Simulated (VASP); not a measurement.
# CuSn2O2 in VASP: single point with PBE+D3(BJ)

Aim: the single point of CuSn2O2 with PBE+D3(BJ).

Everything below comes from runs of VASP 6.6.1. Logs are shortened: lines on timing, memory, paths and dates and some standing lists are left out, and cuts for length are marked.

### 1 The cell of the first run

The cell holds a slab with vacuum, 5 atoms: a = 3.820 Å, b = 3.820 Å, c = 19.363 Å, α = 90.00°, β = 90.00°, γ = 90.00°.

### 2 Single point, PBE+D3(BJ), collinear spin

INCAR

```
SYSTEM = CuSn2O2
PREC = Accurate
ENCUT = 520
EDIFF = 1E-7
ISMEAR = 0
SIGMA = 0.05
LREAL = .False.
LASPH = .True.
NELM = 150
ALGO = Normal
ISIF = 2
LWAVE = .False.
LCHARG = .False.
ISPIN = 2
MAGMOM = 0 0 0 0 1
LORBIT = 11
LMAXMIX = 4
LDIPOL = .True.
IDIPOL = 3
DIPOL = 0.5 0.5 0.303
GGA = PE
IVDW = 12
NBANDS = 38
```

KPOINTS

```
regular mesh
0
Gamma
  7 7 1
  0 0 0
```

POSCAR

```
CuSn2O2
1.0
    3.8201708766      0.0000000000      0.0000000000
    0.0000000000      3.8201708766      0.0000000000
    0.0000000000      0.0000000000     19.3630360333
Sn O Cu
2 2 1
Direct
    0.5000000000      0.0000000000      0.2065791745
    0.0000000000      0.5000000000      0.3286176828
    0.0000000000      0.0000000000      0.2675984287
    0.5000000000      0.5000000000      0.2675984287
    0.1250000000      0.8750000000      0.4422362288
```

Potentials or basis: VASP PAW PBE potentials, release 64 (Sn_d, O, Cu).

The run is started by

```bash
> cat potpaw_PBE.64/Sn_d/POTCAR potpaw_PBE.64/O/POTCAR potpaw_PBE.64/Cu/POTCAR > POTCAR
> mpirun -np 1 vasp_std > vasp.out
```

OUTCAR:

```text
SYSTEM = CuSn2O2
   PREC = Accurate
   ENCUT = 520
   EDIFF = 1E-7
   ISMEAR = 0
   LREAL = .False.
   LASPH = .True.
   NELM = 150
   ISIF = 2
   ISPIN = 2
   LORBIT = 11
   GGA = PE
   IVDW = 12
 IVDW          = 12

 ion  position               nearest neighbor table
   1  0.500  0.000  0.207-   3 2.25   4 2.25   4 2.25   3 2.25   2 3.59   2 3.59   2 3.59   2 3.59

   2  0.000  0.500  0.329-   3 2.25   4 2.25   3 2.25   4 2.25   5 2.67   1 3.59   1 3.59   1 3.59
                             1 3.59
   3  0.000  0.000  0.268-   2 2.25   2 2.25   1 2.25   1 2.25
   4  0.500  0.500  0.268-   2 2.25   2 2.25   1 2.25   1 2.25
   5  0.125  0.875  0.442-   2 2.67

  LATTYP: Found a simple tetragonal cell.
 ALAT       =     3.8201708766
 C/A-ratio  =     5.0686308699

  Lattice vectors:

 A1 = (   3.8201708766,   0.0000000000,   0.0000000000)
 A2 = (   0.0000000000,   3.8201708766,   0.0000000000)
 A3 = (   0.0000000000,   0.0000000000,  19.3630360333)

Analysis of symmetry for initial positions (statically):
=====================================================================
 Subroutine PRICEL returns:
 Original cell was already a primitive cell.

 Routine SETGRP: Setting up the symmetry group for a
 simple tetragonal supercell.

 Subroutine GETGRP returns: Found  1 space group operations
 (whereof  1 operations were pure point group operations)
 out of a pool of 16 trial point group operations.

The static configuration has the point symmetry C_1 .

Analysis of symmetry for dynamics (positions and initial velocities):
=====================================================================
 Subroutine PRICEL returns:
 Original cell was already a primitive cell.

 Routine SETGRP: Setting up the symmetry group for a
 simple tetragonal supercell.

 Subroutine GETGRP returns: Found  1 space group operations
 (whereof  1 operations were pure point group operations)
 out of a pool of 16 trial point group operations.

The dynamic configuration has the point symmetry C_1 .

Analysis of structural, dynamic, and magnetic symmetry:
=====================================================================
 Subroutine PRICEL returns:
 Original cell was already a primitive cell.

 Routine SETGRP: Setting up the symmetry group for a
 simple tetragonal supercell.

 Subroutine GETGRP returns: Found  1 space group operations
 (whereof  1 operations were pure point group operations)
 out of a pool of 16 trial point group operations.

The overall configuration has the point symmetry C_1 .

 Subroutine INISYM returns: Found  1 space group operations
 (whereof  1 operations are pure point group operations),
 and found     1 'primitive' translations

----------------------------------------------------------------------------------------

                                     Primitive cell

  volume of cell :     282.5784

  direct lattice vectors                    reciprocal lattice vectors
     3.820170877  0.000000000  0.000000000     0.261768395  0.000000000  0.000000000
     0.000000000  3.820170877  0.000000000     0.000000000  0.261768395  0.000000000
     0.000000000  0.000000000 19.363036033     0.000000000  0.000000000  0.051644794

  length of vectors
     3.820170877  3.820170877 19.363036033     0.261768395  0.261768395  0.051644794

  position of ions in fractional coordinates (direct lattice)
     0.500000000  0.000000000  0.206579174
     0.000000000  0.500000000  0.328617683
     0.000000000  0.000000000  0.267598429
     0.500000000  0.500000000  0.267598429
     0.125000000  0.875000000  0.442236229

  ion indices of the primitive-cell ions
   primitive index   ion index
                 1           1
                 2           2
                 3           3
                 4           4
                 5           5

----------------------------------------------------------------------------------------

 KPOINTS: regular mesh

Automatic generation of k-mesh.
 Grid dimensions read from file:
 generate k-points for:    7    7    1

 Generating k-lattice:

  Cartesian coordinates                     Fractional coordinates (reciprocal lattice)
     0.037395485  0.000000000  0.000000000     0.142857143  0.000000000  0.000000000
     0.000000000  0.037395485  0.000000000     0.000000000  0.142857143  0.000000000
     0.000000000  0.000000000  0.051644794     0.000000000  0.000000000  1.000000000

  Length of vectors
     0.037395485  0.037395485  0.051644794

  Shift w.r.t. Gamma in fractional coordinates (k-lattice)
     0.000000000  0.000000000  0.000000000

 Subroutine IBZKPT returns following result:
 ===========================================

 Found     25 irreducible k-points:

 Following reciprocal coordinates:
            Coordinates               Weight
  0.000000  0.000000  0.000000      1.000000
  0.142857  0.000000  0.000000      2.000000
  0.000000  0.142857  0.000000      2.000000
  0.285714  0.000000  0.000000      2.000000
  0.000000  0.285714  0.000000      2.000000
  0.428571  0.000000  0.000000      2.000000
[... 16 lines left out ...]
  0.285714  0.428571  0.000000      2.000000
  0.428571  0.428571  0.000000      2.000000
   k-points           NKPTS =     25   k-points in BZ     NKDIM =     25   number of bands    NBANDS=     38
   number of dos      NEDOS =    301   number of ions     NIONS =      5
   total plane-waves  NPLWV = 112896
   dimension x,y,z NGX =    28 NGY =   28 NGZ =  144
   dimension x,y,z NGXF=    56 NGYF=   56 NGZF=  288
   ions per type =               2   2   1
   NGX,Y,Z   is equivalent  to a cutoff of  12.19, 12.19, 12.36 a.u.
   NGXF,Y,Z  is equivalent  to a cutoff of  24.37, 24.37, 24.73 a.u.
 SYSTEM =  CuSn2O2
   PREC   = accura    normal or accurate (medium, high low for compatibility)
   ISTART =      0    job   : 0-new  1-cont  2-samecut
   ICHARG =      2    charge: 1-file 2-atom 10-const
   ISPIN  =      2    spin polarized calculation?
   LNONCOLLINEAR =      F non collinear calculations
   LSORBIT =      F    spin-orbit coupling
   LASPH  =      T    aspherical Exc in radial PAW
   ENCUT  =  520.0 eV  38.22 Ry    6.18 a.u.   7.10  7.10 36.00*2*pi/ulx,y,z
   NELM   =    150;   NELMIN=  2; NELMDL= -5     # of ELM steps
   EDIFF  = 0.1E-06   stopping-criterion for ELM
   LREAL  =      F    real-space projection
   EDIFFG = 0.1E-05   stopping-criterion for IOM
   NSW    =      0    number of steps for IOM
   IBRION =     -1    ionic relax: 0-MD 1-quasi-New 2-CG
   NFREE  =      0    steps in history (QN), initial steepest desc. (CG)
   ISIF   =      2    stress and relaxation
   ISYM   =      2    0-nonsym 1-usesym 2-fastsym
   POTIM  = 0.5000    time-step for ionic-motion
   TEBEG  =    0.0;   TEEND  =   0.0 temperature during run
   PSTRESS=    0.0 pullay stress
   NELECT =      51.0000    total number of electrons
   NUPDOWN=      -1.0000    fix difference up-down
   EMIN   =  10.00;   EMAX   =-10.00  energy-range for DOS
   EFERMI =   0.00;   METHOD = LEGACY
   ISMEAR =     0;   SIGMA  =   0.05  broadening in eV -4-tet -1-fermi 0-gaus
   EFERMI_NEDOS =   21; number of points for ismear=-14 and -15
   IALGO  =     38    algorithm
   IMIX   =      4    mixing-type and parameters
     AMIX     =   0.40;   BMIX     =  1.00
     AMIX_MAG =   1.60;   BMIX_MAG =  1.00
  volume/ion in A,a.u.               =      56.52       381.39
  Fermi-wavevector in a.u.,A,eV,Ry     =   0.925164  1.748306 11.645604  0.855928
  Thomas-Fermi vector in A             =   2.050988
   LORBIT       =     11    0 simple, 1 ext, 2 COOP (PROOUT), +10 PAW based schemes
   GGA     = PE    functional components
   LHFCALC =     F    Hartree Fock is set to
   AEXX    =    0.0000 exact exchange contribution
   IVDW    =    12    specifies the selected vdW correction
   LEPSILON=     F    determine dielectric tensor
   LRPA    =     F    only Hartree local field effects (RPA)
 spin polarized calculation
 Gauss-broadening in eV      SIGMA  =   0.05
  energy-cutoff  :      520.00
  volume of cell :      282.58
 maximum number of plane-waves:      7644
   NGX = 15   NGY = 15   NGZ = 73

 dipolmoment           0.000000      0.000000     -0.011424 electrons x Angstroem

 number of electron      50.9999964 magnetization       0.0000340

 number of electron      50.9999964 magnetization      -0.0000255

 dipolmoment           0.000000      0.000000      0.042240 electrons x Angstroem

 Free energy of the ion-electron system (eV)
  ---------------------------------------------------
  ext. energy  EPLUGINS =         0.00000000
  ---------------------------------------------------
  free energy    TOTEN  =       -24.01381765 eV

  energy without entropy =      -24.01220255  energy(sigma->0) =      -24.01301010

 E-fermi :  -0.5578     XC(G=0):  -4.1181

 val. band max:       -0.5933308274   @ k =  -0.1429   0.2857   0.0000
 cond. band min:      -0.4945673132   @ k =   0.2857   0.0000   0.0000
 fundamental gap:      0.0987635143
 Fermi energy:        -0.5578147150

 spin component 1

 k-point     1 :       0.0000    0.0000    0.0000
  band No.  band energies     occupation
      1     -22.9252      1.00000
      2     -22.5823      1.00000
      3     -22.5623      1.00000
      4     -22.5545      1.00000
      5     -22.5477      1.00000
      6     -22.5282      1.00000
[... 29 lines left out ...]
     36       5.4809      0.00000
     37       6.3592      0.00000

 k-point     2 :       0.1429    0.0000    0.0000
  band No.  band energies     occupation
      1     -22.9165      1.00000
      2     -22.6059      1.00000
      3     -22.5646      1.00000
      4     -22.5483      1.00000
      5     -22.5445      1.00000
      6     -22.5228      1.00000
[... 29 lines left out ...]
     36       5.7834      0.00000
     37       6.2591      0.00000
[... 838 lines left out ...]
     36       5.8740      0.00000
     37       6.4154      0.00000

 k-point    24 :       0.4286    0.4286    0.0000
  band No.  band energies     occupation
      1     -22.8777      1.00000
      2     -22.8410      1.00000
      3     -22.5882      1.00000
      4     -22.5668      1.00000
      5     -22.5021      1.00000
      6     -22.4493      1.00000
[... 29 lines left out ...]
     36       6.2340      0.00000
     37       6.6448      0.00000

 [... further k-points ...]

 spin component 2

 k-point     1 :       0.0000    0.0000    0.0000
  band No.  band energies     occupation
      1     -22.9252      1.00000
      2     -22.5823      1.00000
      3     -22.5623      1.00000
      4     -22.5545      1.00000
      5     -22.5477      1.00000
      6     -22.5282      1.00000
[... 29 lines left out ...]
     36       5.4807      0.00000
     37       6.3587      0.00000

 k-point     2 :       0.1429    0.0000    0.0000
  band No.  band energies     occupation
      1     -22.9165      1.00000
      2     -22.6059      1.00000
      3     -22.5646      1.00000
      4     -22.5483      1.00000
      5     -22.5446      1.00000
      6     -22.5228      1.00000
[... 29 lines left out ...]
     36       5.7833      0.00000
     37       6.2590      0.00000
[... 838 lines left out ...]
     36       5.8739      0.00000
     37       6.4148      0.00000

 k-point    24 :       0.4286    0.4286    0.0000
  band No.  band energies     occupation
      1     -22.8777      1.00000
      2     -22.8410      1.00000
      3     -22.5882      1.00000
      4     -22.5668      1.00000
      5     -22.5021      1.00000
      6     -22.4493      1.00000
[... 29 lines left out ...]
     36       6.2339      0.00000
     37       6.6450      0.00000

 [... further k-points ...]

 [bands above 37 left out]

------------------------ aborting loop because EDIFF is reached ----------------------------------------

 vacuum level on the upper side and lower side of the slab       (xc-potential included)         0.115        -0.368

 Edisp (eV)   -0.80971

 E8    (eV) :    -0.3635

  FORCE on cell =-STRESS in cart. coord.  units (eV):
  Direction    XX          YY          ZZ          XY          YZ          ZX
  --------------------------------------------------------------------------------------
  -------------------------------------------------------------------------------------
  Total      -1.98297    -0.68015    -1.10478    -0.04356     0.27608    -0.39564
  in kB     -11.24315    -3.85635    -6.26395    -0.24696     1.56533    -2.24321
  external pressure =       -7.12 kB  Pullay stress =        0.00 kB

 VOLUME and BASIS-vectors are now :
 -----------------------------------------------------------------------------
  energy-cutoff  :      520.00
  volume of cell :      282.58
      direct lattice vectors                 reciprocal lattice vectors
     3.820170877  0.000000000  0.000000000     0.261768395  0.000000000  0.000000000
     0.000000000  3.820170877  0.000000000     0.000000000  0.261768395  0.000000000
     0.000000000  0.000000000 19.363036033     0.000000000  0.000000000  0.051644794

 POSITION                                       TOTAL-FORCE (eV/Angst)
 -----------------------------------------------------------------------------------
      1.91009      0.00000      4.00000         0.018928      0.003244     -0.036511
      0.00000      1.91009      6.36304         0.178213     -0.098475      0.307835
      0.00000      0.00000      5.18152        -0.053732     -0.029606     -0.169931
      1.91009      1.91009      5.18152         0.029260      0.007613      0.320358
      0.47752      3.34265      8.56304        -0.172668      0.117225     -0.421752
 -----------------------------------------------------------------------------------
    total drift:                               -0.000029     -0.000034      0.002184

  FREE ENERGIE OF THE ION-ELECTRON SYSTEM (eV)
  ---------------------------------------------------
  free  energy   TOTEN  =       -24.8235320354 eV

  energy  without entropy=      -24.8219169369  energy(sigma->0) =      -24.82272449

 vacuum level on the upper side and lower side of the slab         3.528         3.029

 total charge

# of ion       s       p       d       tot
------------------------------------------
    1        1.280   0.763  10.054  12.097
    2        1.197   0.811  10.078  12.087
    3        1.580   3.423   0.000   5.003
    4        1.580   3.419   0.000   4.998
    5        0.407   0.064   9.308   9.779
--------------------------------------------------
tot          6.043   8.480  29.441  43.964

 magnetization (x)

# of ion       s       p       d       tot
------------------------------------------
    1        0.000   0.000   0.000   0.000
    2       -0.000  -0.000  -0.000  -0.000
    3       -0.000  -0.000   0.000  -0.000
    4       -0.000  -0.000   0.000  -0.000
    5       -0.000  -0.000  -0.000  -0.000
--------------------------------------------------
tot         -0.000  -0.000  -0.000  -0.000
```

It took 27 min on 1 thread of Oxide Virtual Turin-like, shared host; peak memory 0.63 GiB.

Results:

```
Free energy                                           : -24.8235 eV
Largest force                                         : 0.471 eV/Å
Net moment                                            : 0.00 μB per cell
Valence electrons inside the program's atomic spheres : Sn 12.10, 12.09; O 5.00; Cu 9.78
Dispersion energy per atom                            : -0.162 eV
```

Forces in eV/Å, atoms in the order of the input:
```
Sn   0.019  0.003 -0.037
Sn   0.178 -0.098  0.308
O   -0.054 -0.030 -0.170
O    0.029  0.008  0.320
Cu  -0.173  0.117 -0.422
```

Caveat: spin-orbit coupling is left out, which moves the levels of the heavy elements. With open d or f shells a metallic result of PBE can be an artefact of self-interaction; +U or a hybrid may open a gap.
